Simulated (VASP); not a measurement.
# AlGaN: single point with PBE

Crystal: AlGaN.

```
Al Ga N
1.0
     3.97322    0.00000    0.00000
     0.00000    3.97322    0.00000
     0.00000    0.00000    3.51487
Al Ga N
1 1 1
Cartesian
  0.0000 0.0000 0.0000
  1.9866 1.9866 0.0000
  0.0000 0.0000 1.7574
```

The cell was built from a structure type or drawn by symmetry, and may not be a known phase.

* Program: VASP 6.6.1
* Task: single point
* Functional: PBE
* Potentials or basis: VASP PAW PBE potentials, release 64 (Al, Ga_d, N)
* Cutoff: 520 eV
* k mesh: 4 × 4 × 6
* Occupations: gaussian, width 0.1 eV
* Spin: collinear spin, ferromagnetic start
* Starting moments: [0.0, 0.0, 1.0] μB
* Dipole correction: no
* Further INCAR settings: ALGO = Normal; EDIFF = 1e-06; NBANDS = 22

```
Pressure                                              : -0.2 GPa
Net moment                                            : 0.00 μB per cell
Valence electrons inside the program's atomic spheres : Al 0.83; Ga 11.45; N 3.69
```

Stress tensor (GPa, compression positive):
```
-0.40  0.00  0.00
 0.00 -0.40  0.00
 0.00  0.00  0.18
```

Levels at points of the mesh, in eV from the Fermi level:
Spin up:
```csv
k point,band 7,band 8,band 9,band 10,band 11,band 12,band 13,band 14
"(0.00, 0.00, 0.00)",-6.74,-4.07,-2.60,-2.60,3.17,3.17,3.39,3.90
"(0.50, 0.00, 0.00)",-7.15,-3.93,-2.39,-2.01,-0.75,2.19,4.85,5.74
"(0.50, 0.50, 0.00)",-5.45,-4.43,-4.43,-3.86,1.71,1.87,1.87,5.97
"(0.00, 0.00, 0.50)",-8.17,-3.07,-1.48,-1.48,-0.32,1.30,1.30,5.45
"(0.50, 0.00, 0.50)",-6.79,-5.43,-3.11,-1.37,0.37,2.04,3.23,4.21
"(0.50, 0.50, 0.50)",-6.10,-4.09,-2.24,-2.24,-1.73,-1.73,0.45,4.73
```
Spin down:
```
           k point  band 8  band 9  band 10  band 11  band 12  band 13
(0.00, 0.00, 0.00)   -4.07   -2.60    -2.60     3.17     3.17     3.39
(0.50, 0.00, 0.00)   -3.93   -2.39    -2.01    -0.75     2.19     4.85
(0.50, 0.50, 0.00)   -4.43   -4.43    -3.86     1.71     1.87     1.87
(0.00, 0.00, 0.50)   -3.07   -1.48    -1.48    -0.32     1.30     1.30
(0.50, 0.00, 0.50)   -5.43   -3.11    -1.37     0.37     2.04     3.23
(0.50, 0.50, 0.50)   -4.09   -2.24    -2.24    -1.73    -1.73     0.45
```

Wall time 26 s on 1 thread of Intel(R) Xeon(R) 6975P-C (Granite Rapids) (shared host), peak memory 0.2 GiB.

Caveat: the k points lie up to 0.40 Å⁻¹ apart.
